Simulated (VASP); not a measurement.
The system is CdF2.

```
Cd F
1.0
     0.00000    2.64012    2.69400
     2.64012    0.00000    2.69400
     2.64012    2.64012    0.00000
Cd F
1 2
Direct
  0.00000 0.00000 0.00000
  0.75000 0.75000 0.75000
  0.25000 0.25000 0.25000
```

Base run:

- Program: VASP 6.6.1
- Functional: PBEsol
- Potentials or basis: VASP PAW PBE potentials, release 64 (Cd_sv_GW, F)
- Cutoff: 600 eV
- k mesh: 7 × 7 × 7
- Occupations: fermi-dirac, width 0.05 eV
- Spin: no spin polarisation

Its results: band gap on the k mesh 3.10 eV, indirect (least direct gap 3.45 eV); pressure 3.8 GPa.

Problem. The run is repeated on the same cell with these changes: potentials or basis from VASP PAW PBE potentials, release 64 (Cd_sv_GW, F) to VASP PAW PBE potentials, release 64 (Cd, F); cutoff from 600 eV to 520 eV; further incar settings from ALGO = Normal; EDIFF = 1e-06; NBANDS = 24 to ALGO = Normal; EDIFF = 1e-06; NBANDS = 20; valence electrons from 34 to 26. What comes out?

Solution. Band gap on the k mesh 3.08 eV, indirect (least direct gap 3.43 eV); pressure 5.5 GPa.

Caveats: the PAW data sets were made with another functional, which shifts forces and pressure a little.

A k mesh can miss the band edges.
